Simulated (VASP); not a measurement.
# AgCl: single point with PBEsol

AgCl:

```
CELL_PARAMETERS angstrom
3.33116 0.00000 0.00000
0.00000 3.33116 0.00000
0.00000 0.00000 6.66232
ATOMIC_POSITIONS crystal
Ag 0.83249 0.00000 0.00000
Ag 0.16751 0.00000 0.50000
Cl 0.50000 0.50000 0.25000
Cl 0.50000 0.50000 0.75000
```

This cell differs from its parent crystal: atoms displaced along a vibrational mode.

* Program: VASP 6.6.1
* Task: single point
* Functional: PBEsol
* Potentials or basis: VASP PAW PBE potentials, release 64 (Ag, Cl)
* Cutoff: 520 eV
* k mesh: 10 × 10 × 6
* Occupations: gaussian, width 0.05 eV
* Spin: no spin polarisation
* Dipole correction: no
* Further INCAR settings: ALGO = Normal; EDIFF = 1e-07; NBANDS = 26

```yaml
Pressure: 5.1 GPa
Largest_force: 0.405 eV/Å
Band_gap_on_the_k_mesh: zero (bands 18 and 19 overlap by 0.13 eV)
```

Forces on the atoms (eV/Å):
```
Ag   0.405  0.000  0.000
Ag  -0.405  0.000  0.000
Cl   0.000  0.000  0.000
Cl   0.000  0.000  0.000
```

Stress tensor (GPa, compression positive):
```
1.94 0.00 0.00
0.00 6.47 0.00
0.00 0.00 6.87
```

Levels at points of the mesh, in eV from the Fermi level:
```csv
k point,band 16,band 17,band 18,band 19,band 20,band 21
"(0.00, 0.00, 0.00)",-1.56,-1.46,-0.37,-0.14,4.33,5.00
"(0.50, 0.00, 0.00)",-1.05,-1.02,-0.79,1.80,4.01,4.83
"(0.00, 0.50, 0.00)",-1.80,-1.71,-0.01,1.46,4.23,5.01
"(0.50, 0.50, 0.00)",-1.20,-1.19,-0.14,1.83,3.53,3.96
"(0.00, 0.00, 0.50)",-1.67,-1.13,-1.13,1.81,1.81,7.79
"(0.50, 0.00, 0.50)",-2.37,-1.00,-1.00,3.17,3.17,5.99
"(0.00, 0.50, 0.50)",-2.39,-1.19,-1.19,3.35,3.35,6.61
"(0.50, 0.50, 0.50)",-2.02,-1.31,-1.31,2.43,2.43,5.61
```

Wall time 2.3 min on 1 thread of AMD EPYC 9R45 96-Core Processor (Zen 5) (shared host), peak memory 0.33 GiB.

Caveat: the cell differs from its parent crystal (atoms displaced along a vibrational mode); the cell stands under pressure; the PAW data sets were made with another functional, which shifts forces and pressure a little.
